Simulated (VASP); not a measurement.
MoN2, 6 atoms in the cell. Symmetry: P4/mbm, No. 127, tetragonal system. Conventional cell: a = 4.348 Å, b = 4.348 Å, c = 2.767 Å, α = 90.00°, β = 90.00°, γ = 90.00°. Within 3.1 Å of Mo (site symmetry 4/m) lie 16 N at 2.24 to 3.04 Å and 6 Mo at 2.77 to 3.07 Å. Within 1.8 Å of N (site symmetry m2m) lie 1 N at 1.37 Å. 

```yaml
Program: VASP 6.6.1
Task: single point
Functional: PBEsol
Potentials_or_basis: VASP PAW PBE potentials, release 64 (Mo_sv, N)
Cutoff: 520 eV
k_mesh: 6 × 6 × 10
Occupations: fermi-dirac, width 0.05 eV
Spin: no spin polarisation
Hubbard_terms: Mo d U = 4.0 eV
Dipole_correction: no
Further_INCAR_settings: ALGO = Normal; EDIFF = 1e-07; NBANDS = 33
```

Potentials or basis: VASP PAW PBE potentials, release 64 (Mo_sv, N).

Command:

```bash
$ cat potpaw_PBE.64/Mo_sv/POTCAR potpaw_PBE.64/N/POTCAR > POTCAR
$ mpirun -np 1 vasp_std > vasp.out
```

Hardware: 1 thread of Oxide Virtual Turin-like Processor (shared host).

Question: Estimate the wall time of this run.

Answer: Wall time 120 s on 1 thread of Oxide Virtual Turin-like Processor, on a shared host, peak memory 0.18 GiB. Counts: scf iterations 16, k points 60.
